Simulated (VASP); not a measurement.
# Al4CoNi3 (P4/mmm) in VASP: notebook

Al4CoNi3 is run at these levels: PBE; tasks: single point.

Program: VASP 6.6.1. These are calculated values, not measurements. Logs are shortened: lines on timing, memory, paths and dates and some standing lists are left out, and cuts for length are marked.

**1. The cell of the first run**

It takes space group P4/mmm (No. 123, tetragonal). Conventional cell: a = 2.877 Å, b = 2.877 Å, c = 11.590 Å, α = 90.00°, β = 90.00°, γ = 90.00°. Al (site symmetry 4mm) has 4 Co at 2.48 Å and 4 Ni at 2.50 Å and 6 Al at 2.83 to 2.92 Å within 3.3 Å. Al (site symmetry 4mm) has 8 Ni at 2.50 to 2.51 Å and 6 Al at 2.88 to 2.92 Å within 3.3 Å. Ni (site symmetry 4mm) has 8 Al at 2.50 to 2.51 Å and 1 Co at 2.87 Å and 5 Ni at 2.88 to 2.92 Å within 3.3 Å. Within 3.3 Å of Ni (site symmetry 4/mmm) lie 8 Al at 2.50 Å and 6 Ni at 2.88 to 2.92 Å. Within 3.3 Å of Co (site symmetry 4/mmm) lie 8 Al at 2.48 Å and 2 Ni at 2.87 Å and 4 Co at 2.88 Å.

**2. Single point, PBE, collinear spin, ferromagnetic start**

Contents of INCAR:

```
PREC     = Accurate       # precision mode
ENCUT    = 520            # plane-wave cutoff, eV
EDIFF    = 1E-6           # SCF threshold, eV
ISMEAR   = 0              # smearing method
SIGMA    = 0.1            # smearing width, eV
LREAL    = F              # projectors in reciprocal space
LASPH    = T              # aspherical terms in the spheres
NELM     = 150            # most SCF steps
ALGO     = Normal         # electronic algorithm
ISIF     = 2              # what is computed and relaxed
LWAVE    = F              # write WAVECAR
LCHARG   = T              # write CHGCAR
ISPIN    = 2              # spin polarisation
MAGMOM   = 0 0 0 0 0 0 0 0.37 # initial moments
LORBIT   = 11             # projections on sites
LMAXMIX  = 4              # l up to which the mixer works
GGA      = PE             # functional
LELF     = T              # ELF
LVHAR    = T            
NBANDS   = 40             # bands
```

Contents of KPOINTS:

```
regular mesh
0
Gamma
  6 6 2
```

Contents of POSCAR:

```
Al4CoNi3
1.0
    2.8774962000      0.0000000000      0.0000000000
    0.0000000000      2.8774962000      0.0000000000
    0.0000000000      0.0000000000     11.5904150000
Al Ni Co
4 3 1
Direct
    0.0000000000      0.0000000000      0.6220070000
    0.0000000000      0.0000000000      0.8743430000
    0.0000000000      0.0000000000      0.1256570000
    0.0000000000      0.0000000000      0.3779930000
    0.5000000000      0.5000000000      0.7476750000
    0.5000000000      0.5000000000      0.0000000000
    0.5000000000      0.5000000000      0.2523250000
    0.5000000000      0.5000000000      0.5000000000
```

Potentials or basis: VASP PAW PBE potentials, release 64 (Al, Ni, Co).

Launch:

```
> cat potpaw_PBE.64/Al/POTCAR potpaw_PBE.64/Ni/POTCAR potpaw_PBE.64/Co/POTCAR > POTCAR
> mpirun -np 1 vasp_std > vasp.out
```

OUTCAR:

```text
PREC = Accurate
   ENCUT = 520
   EDIFF = 1E-6
   ISMEAR = 0
   LREAL = F
   LASPH = T
   NELM = 150
   ISIF = 2
   ISPIN = 2
   LORBIT = 11
   GGA = PE

 ion  position               nearest neighbor table
   1  0.000  0.000  0.622-   8 2.48   8 2.48   8 2.48   8 2.48   5 2.50   5 2.50   5 2.50   5 2.50
                             4 2.83   2 2.92
   2  0.000  0.000  0.874-   6 2.50   6 2.50   6 2.50   6 2.50   5 2.51   5 2.51   5 2.51   5 2.51
                             3 2.91   1 2.92
   3  0.000  0.000  0.126-   6 2.50   6 2.50   6 2.50   6 2.50   7 2.51   7 2.51   7 2.51   7 2.51
                             2 2.91   4 2.92
   4  0.000  0.000  0.378-   8 2.48   8 2.48   8 2.48   8 2.48   7 2.50   7 2.50   7 2.50   7 2.50
                             1 2.83   3 2.92
   5  0.500  0.500  0.748-   1 2.50   1 2.50   1 2.50   1 2.50   2 2.51   2 2.51   2 2.51   2 2.51
                             8 2.87   6 2.92
   6  0.500  0.500  0.000-   2 2.50   3 2.50   2 2.50   3 2.50   2 2.50   3 2.50   2 2.50   3 2.50
                             5 2.92   7 2.92
   7  0.500  0.500  0.252-   4 2.50   4 2.50   4 2.50   4 2.50   3 2.51   3 2.51   3 2.51   3 2.51
                             8 2.87   6 2.92
   8  0.500  0.500  0.500-   1 2.48   4 2.48   1 2.48   4 2.48   1 2.48   4 2.48   1 2.48   4 2.48
                             5 2.87   7 2.87

  LATTYP: Found a simple tetragonal cell.
 ALAT       =     2.8774962000
 C/A-ratio  =     4.0279514531

  Lattice vectors:

 A1 = (   2.8774962000,   0.0000000000,   0.0000000000)
 A2 = (   0.0000000000,   2.8774962000,   0.0000000000)
 A3 = (   0.0000000000,   0.0000000000,  11.5904150000)

Analysis of symmetry for initial positions (statically):
=====================================================================
 Subroutine PRICEL returns:
 Original cell was already a primitive cell.

 Routine SETGRP: Setting up the symmetry group for a
 simple tetragonal supercell.

 Subroutine GETGRP returns: Found 16 space group operations
 (whereof 16 operations were pure point group operations)
 out of a pool of 16 trial point group operations.

The static configuration has the point symmetry D_4h.

Analysis of symmetry for dynamics (positions and initial velocities):
=====================================================================
 Subroutine PRICEL returns:
 Original cell was already a primitive cell.

 Routine SETGRP: Setting up the symmetry group for a
 simple tetragonal supercell.

 Subroutine GETGRP returns: Found 16 space group operations
 (whereof 16 operations were pure point group operations)
 out of a pool of 16 trial point group operations.

The dynamic configuration has the point symmetry D_4h.

Analysis of structural, dynamic, and magnetic symmetry:
=====================================================================
 Subroutine PRICEL returns:
 Original cell was already a primitive cell.

 Routine SETGRP: Setting up the symmetry group for a
 simple tetragonal supercell.

 Subroutine GETGRP returns: Found 16 space group operations
 (whereof 16 operations were pure point group operations)
 out of a pool of 16 trial point group operations.

The overall configuration has the point symmetry D_4h.

 Subroutine INISYM returns: Found 16 space group operations
 (whereof 16 operations are pure point group operations),
 and found     1 'primitive' translations

----------------------------------------------------------------------------------------

                                     Primitive cell

  volume of cell :      95.9685

  direct lattice vectors                    reciprocal lattice vectors
     2.877496200  0.000000000  0.000000000     0.347524351  0.000000000  0.000000000
     0.000000000  2.877496200  0.000000000     0.000000000  0.347524351  0.000000000
     0.000000000  0.000000000 11.590415000     0.000000000  0.000000000  0.086278188

  length of vectors
     2.877496200  2.877496200 11.590415000     0.347524351  0.347524351  0.086278188

  position of ions in fractional coordinates (direct lattice)
     0.000000000  0.000000000  0.622007000
     0.000000000  0.000000000  0.874343000
[... 68 lines left out ...]
   total plane-waves  NPLWV =  51840
   dimension x,y,z NGX =    24 NGY =   24 NGZ =   90
   dimension x,y,z NGXF=    48 NGYF=   48 NGZF=  180
   ions per type =               4   3   1
   NGX,Y,Z   is equivalent  to a cutoff of  13.87, 13.87, 12.91 a.u.
   NGXF,Y,Z  is equivalent  to a cutoff of  27.73, 27.73, 25.82 a.u.
 SYSTEM =  unknown system
   PREC   = accura    normal or accurate (medium, high low for compatibility)
   ISTART =      0    job   : 0-new  1-cont  2-samecut
   ICHARG =      2    charge: 1-file 2-atom 10-const
   ISPIN  =      2    spin polarized calculation?
   LNONCOLLINEAR =      F non collinear calculations
   LSORBIT =      F    spin-orbit coupling
   LASPH  =      T    aspherical Exc in radial PAW
   ENCUT  =  520.0 eV  38.22 Ry    6.18 a.u.   5.35  5.35 21.55*2*pi/ulx,y,z
   NELM   =    150;   NELMIN=  2; NELMDL= -5     # of ELM steps
   EDIFF  = 0.1E-05   stopping-criterion for ELM
   LREAL  =      F    real-space projection
   EDIFFG = 0.1E-04   stopping-criterion for IOM
   NSW    =      0    number of steps for IOM
   IBRION =     -1    ionic relax: 0-MD 1-quasi-New 2-CG
   NFREE  =      0    steps in history (QN), initial steepest desc. (CG)
   ISIF   =      2    stress and relaxation
   ISYM   =      2    0-nonsym 1-usesym 2-fastsym
   POTIM  = 0.5000    time-step for ionic-motion
   TEBEG  =    0.0;   TEEND  =   0.0 temperature during run
   PSTRESS=    0.0 pullay stress
   NELECT =      51.0000    total number of electrons
   NUPDOWN=      -1.0000    fix difference up-down
   EMIN   =  10.00;   EMAX   =-10.00  energy-range for DOS
   EFERMI =   0.00;   METHOD = LEGACY
   ISMEAR =     0;   SIGMA  =   0.10  broadening in eV -4-tet -1-fermi 0-gaus
   EFERMI_NEDOS =   21; number of points for ismear=-14 and -15
   IALGO  =     38    algorithm
   IMIX   =      4    mixing-type and parameters
     AMIX     =   0.40;   BMIX     =  1.00
     AMIX_MAG =   1.60;   BMIX_MAG =  1.00
  volume/ion in A,a.u.               =      12.00        80.95
  Fermi-wavevector in a.u.,A,eV,Ry     =   1.326036  2.505845 23.924104  1.758372
  Thomas-Fermi vector in A             =   2.455453
   LORBIT       =     11    0 simple, 1 ext, 2 COOP (PROOUT), +10 PAW based schemes
   GGA     = PE    functional components
   LHFCALC =     F    Hartree Fock is set to
   AEXX    =    0.0000 exact exchange contribution
   IVDW    =     0    specifies the selected vdW correction
   LEPSILON=     F    determine dielectric tensor
   LRPA    =     F    only Hartree local field effects (RPA)
 spin polarized calculation
 Gauss-broadening in eV      SIGMA  =   0.10
  energy-cutoff  :      520.00
  volume of cell :       95.97
 maximum number of plane-waves:      2617
 NGX is ok and might be reduce to    24
   NGX = 11   NGY = 11   NGZ = 43

 number of electron      51.0000021 magnetization       0.4282766

 Free energy of the ion-electron system (eV)
  ---------------------------------------------------
  ext. energy  EPLUGINS =         0.00000000
  ---------------------------------------------------
  free energy    TOTEN  =       -43.51057379 eV

  energy without entropy =      -43.49285203  energy(sigma->0) =      -43.50171291

 E-fermi :  10.0603     XC(G=0): -12.0468

 val. band max:       10.0485515219   @ k =   0.3333   0.3333   0.0000
 cond. band min:      10.0674309274   @ k =   0.5000   0.3333   0.5000
 fundamental gap:      0.0188794055
 Fermi energy:        10.0602832307

 spin component 1

 k-point     1 :       0.0000    0.0000    0.0000
  band No.  band energies     occupation
      1      -1.0327      1.00000
      2       0.0756      1.00000
      3       0.1184      1.00000
      4       3.1221      1.00000
      5       3.3035      1.00000
      6       6.4108      1.00000
[... 789 lines left out ...]
     36      13.4469      0.00000
     37      15.7055      0.00000
 Fermi energy:        10.0602832307

 spin component 2

 k-point     1 :       0.0000    0.0000    0.0000
  band No.  band energies     occupation
      1      -1.0363      1.00000
      2       0.0753      1.00000
      3       0.1072      1.00000
      4       3.1129      1.00000
      5       3.3128      1.00000
      6       6.4239      1.00000
[... 789 lines left out ...]
     36      13.5318      0.00000
     37      15.6893      0.00000
 [bands above 37 left out]

------------------------ aborting loop because EDIFF is reached ----------------------------------------

  FORCE on cell =-STRESS in cart. coord.  units (eV):
  Direction    XX          YY          ZZ          XY          YZ          ZX
  --------------------------------------------------------------------------------------
  -------------------------------------------------------------------------------------
  Total       -0.2538600     -0.2538600      0.7301680      0.0000000      0.0000000     -0.0000000
  in kB       -4.2381509     -4.2381509     12.1900323      0.0000000      0.0000000     -0.0000000
  external PRESSURE =       1.2379102 kB  Pullay stress =       0.0000000 kB

 VOLUME and BASIS-vectors are now :
 -----------------------------------------------------------------------------
  energy-cutoff  :      520.00
  volume of cell :       95.97
      direct lattice vectors                 reciprocal lattice vectors
     2.877496200  0.000000000  0.000000000     0.347524351  0.000000000  0.000000000
     0.000000000  2.877496200  0.000000000     0.000000000  0.347524351  0.000000000
     0.000000000  0.000000000 11.590415000     0.000000000  0.000000000  0.086278188

 POSITION                                       TOTAL-FORCE (eV/Angst)
 -----------------------------------------------------------------------------------
      0.00000      0.00000      7.20932         0.000000      0.000000     -0.046739
      0.00000      0.00000     10.13400        -0.000000     -0.000000     -0.010632
      0.00000      0.00000      1.45642        -0.000000     -0.000000      0.010632
      0.00000      0.00000      4.38110        -0.000000      0.000000      0.046739
      1.43875      1.43875      8.66586        -0.000000     -0.000000      0.006533
      1.43875      1.43875      0.00000        -0.000000      0.000000      0.000000
      1.43875      1.43875      2.92455        -0.000000      0.000000     -0.006533
      1.43875      1.43875      5.79521        -0.000000      0.000000      0.000000
 -----------------------------------------------------------------------------------
    total drift:                                0.000000     -0.000000     -0.000000

  FREE ENERGIE OF THE ION-ELECTRON SYSTEM (eV)
  ---------------------------------------------------
  free  energy   TOTEN  =       -43.5105737933 eV

  energy  without entropy=      -43.4928520279  energy(sigma->0) =      -43.50171291

 total charge

# of ion       s       p       d       tot
------------------------------------------
    1        0.389   0.416   0.000   0.805
    2        0.383   0.408   0.000   0.791
    3        0.383   0.408   0.000   0.791
    4        0.389   0.416   0.000   0.805
    5        0.473   0.507   8.461   9.441
    6        0.475   0.507   8.468   9.450
    7        0.473   0.507   8.461   9.441
    8        0.435   0.491   7.502   8.428
--------------------------------------------------
tot          3.399   3.661  32.893  39.953

 magnetization (x)

# of ion       s       p       d       tot
------------------------------------------
    1       -0.002  -0.003   0.000  -0.004
    2        0.000   0.001   0.000   0.001
    3        0.000   0.001   0.000   0.001
    4       -0.002  -0.003   0.000  -0.004
    5        0.001   0.000   0.010   0.011
    6        0.001   0.003   0.006   0.011
    7        0.001   0.000   0.010   0.011
    8        0.005  -0.008   0.439   0.436
--------------------------------------------------
tot          0.005  -0.009   0.466   0.462
```

Run time: 7.7 min. Hardware: 1 thread of AMD EPYC, shared host; peak memory 0.29 GiB.

What came out:

```yaml
Free_energy: -43.5106 eV
Pressure: 0.1 GPa
Largest_force: 0.047 eV/Å
Net_moment: 0.43 μB per cell
Site_moments: Al -0.00, +0.00 (each value once); Ni +0.01; Co +0.44 μB
Valence_electrons_inside_the_program's_atomic_spheres: Al 0.81, 0.79 (each value once); Ni 9.44, 9.45 (each value once); Co 8.43
```

Forces in eV/Å, atoms in the order of the input:
```
Al   0.000  0.000 -0.047
Al   0.000  0.000 -0.011
Al   0.000  0.000  0.011
Al   0.000  0.000  0.047
Ni   0.000  0.000  0.007
Ni   0.000  0.000  0.000
Ni   0.000  0.000 -0.007
Co   0.000  0.000  0.000
```

Stress tensor (GPa, compression positive):
```
-0.42  0.00  0.00
 0.00 -0.42  0.00
 0.00  0.00  1.22
```

Caveat: the k points lie up to 0.36 Å⁻¹ apart.

[end of part 1 of 2]
